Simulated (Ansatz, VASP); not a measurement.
BAs in VASP and in Ansatz

```
CELL_PARAMETERS angstrom
0.00000 2.38850 2.38850
2.38850 0.00000 2.38850
2.38850 2.38850 0.00000
ATOMIC_POSITIONS crystal
As 0.75000 0.75000 0.75000
B 0.00000 0.00000 0.00000
```

Alike in both runs: task relaxation of cell and atoms; functional PBE; k mesh 10 × 10 × 10; occupations fermi-dirac, width 0.05 eV; no spin polarisation.

```csv
,VASP,Ansatz
version,VASP 6.6.1,Ansatz 0.2.0
potentials or method,"VASP PAW PBE potentials, release 64 (As, B), cutoff 600 eV","all-electron LAPW, scalar-relativistic"
```

|  | VASP | Ansatz | Ansatz less VASP |
| --- | --- | --- | --- |
| relaxed volume (Å³/atom) | 13.97 | 13.90 | -0.067 |
| relaxed cell length with the largest relative difference (Å) | 3.406 | 3.400 | -0.0055 |

Ansatz ran all-electron here, and VASP with PAW potentials.
